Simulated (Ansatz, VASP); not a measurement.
# One calculation of Sn, two programs

Contents of INCAR:

```
SYSTEM = Sn
  PREC = Accurate
  ENCUT = 520
  EDIFF = 1E-7
  ISMEAR = -1
  SIGMA = 0.05
  LREAL = .FALSE.
  LASPH = .TRUE.
  NELM = 100
  ALGO = Normal
  ISIF = 2
  LWAVE = .FALSE.
  LCHARG = .TRUE.
  GGA = PE
  LELF = .TRUE.
  LVHAR = .TRUE.
  NBANDS = 13
```

File KPOINTS:

```
Automatic mesh
0
G
  16 16 16
  0 0 0
```

File POSCAR:

```
Sn
1.0
   -1.6800091082      1.6800091082      1.6800091082
    1.6800091082     -1.6800091082      1.6800091082
    1.6800091082      1.6800091082     -1.6800091082
Sn
1
Direct
    0.0000000000      0.0000000000      0.0000000000
```

Input for Ansatz:

```yaml
crystal:
  lattice:
    - [-1.6800091082, 1.6800091082, 1.6800091082]
    - [1.6800091082, -1.6800091082, 1.6800091082]
    - [1.6800091082, 1.6800091082, -1.6800091082]
  atoms:
    - { symbol: Sn, position: [0.0, 0.0, 0.0] }
kpoints:
  mp_grid: { grid: [16, 16, 16] }
scf:
  occupations: { method: fermi_dirac, width: 0.05 }
hamiltonian:
  xc: pbe
  pseudopotentials: { kind: paw }
output:
  forces: true
  stress: true
  eigenvalues: true
```

Change from the starting cell: volume scaled by 0.683, to set the pressure.

Alike in both runs: task single point; functional PBE; k mesh 16 × 16 × 16; occupations fermi-dirac, width 0.05 eV; no spin polarisation.

|  | VASP | Ansatz |
| --- | --- | --- |
| version | VASP 6.6.1 | Ansatz 0.2.0 |
| potentials or method | VASP PAW PBE potentials, release 64 (Sn_d) | PAW with Ansatz's default frozen-core files, scalar-relativistic |
| plane-wave cutoff (eV) | 520 | 420 |
| valence electrons in the cell | 14 | 14 |

|  | VASP | Ansatz | Ansatz less VASP |
| --- | --- | --- | --- |
| pressure (GPa) | 44.0 | 44.0 | +0.06 |

Both programs put the cell under a high pressure, so it lies far from rest at this level.
